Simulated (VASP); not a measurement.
Write the native input for VASP 6.6.1 that does the following.

| Quantity | Value |
| --- | --- |
| Task | single point |
| Functional | PBE |
| Dispersion | D3(BJ) |
| Potentials or basis | VASP PAW PBE potentials, release 64 (Ir, S) |
| Cutoff | 520 eV |
| k mesh | 5 × 5 × 1 |
| Occupations | gaussian, width 0.1 eV |
| Spin | no spin polarisation |
| Dipole correction | yes |
| Further INCAR settings | ALGO = Normal; EDIFF = 1e-06; NBANDS = 69 |

The structure of Ir12S lies in POSCAR:

```
Ir12S
1.0
    5.4309029918      0.0000000000      0.0000000000
    0.0000000000      5.4309029918      0.0000000000
    0.0000000000      0.0000000000     21.0013955423
Ir S
12 1
Direct
    0.2500000000      0.2500000000      0.1904635333
    0.2500000000      0.7500000000      0.1904635333
    0.7500000000      0.2500000000      0.1904635333
    0.7500000000      0.7500000000      0.1904635333
    0.0000000000      0.0000000000      0.2785823619
    0.0000000000      0.5000000000      0.2785823619
    0.5000000000      0.0000000000      0.2785823619
    0.5000000000      0.5000000000      0.2785823619
    0.2500000000      0.2500000000      0.3667087517
    0.2500000000      0.7500000000      0.3667087517
    0.7500000000      0.2500000000      0.3667087517
    0.7500000000      0.7500000000      0.3667087517
    0.2500000000      0.3333333333      0.5238411667
```

One way to write it, as run:

INCAR

```
PREC     = Accurate       # precision mode
ENCUT    = 520            # plane-wave cutoff, eV
EDIFF    = 1E-6           # SCF threshold, eV
ISMEAR   = 0              # smearing method
SIGMA    = 0.1            # smearing width, eV
LREAL    = F              # projectors in reciprocal space
LASPH    = T              # aspherical terms in the spheres
NELM     = 80             # most SCF steps
ALGO     = Normal         # electronic algorithm
ISIF     = 2              # what is computed and relaxed
LWAVE    = F              # write WAVECAR
LCHARG   = F              # write CHGCAR
LDIPOL   = T            
IDIPOL   = 3            
DIPOL    = 0.5 0.5 0.297
GGA      = PE             # functional
IVDW     = 12             # dispersion correction
NBANDS   = 69             # bands
```

KPOINTS

```
Automatic mesh
0
Gamma
  5 5 1
```

Potentials or basis: VASP PAW PBE potentials, release 64 (Ir, S).

Run with:

```sh
$ cat potpaw_PBE.64/Ir/POTCAR potpaw_PBE.64/S/POTCAR > POTCAR
$ mpirun -np 1 vasp_std > vasp.out
```

Results of the run:

```yaml
Largest_force: 2.242 eV/Å
Band_gap_on_the_k_mesh: zero (bands 57 and 58 overlap by 1.06 eV)
Dispersion_energy_per_atom: -0.432 eV
```

Caveat: spin-orbit coupling is left out, which moves the levels of the heavy elements.

Run time: 14 min on 1 thread of Intel(R) Xeon(R) 6975P-C (Granite Rapids) (shared host), peak memory 0.69 GiB.
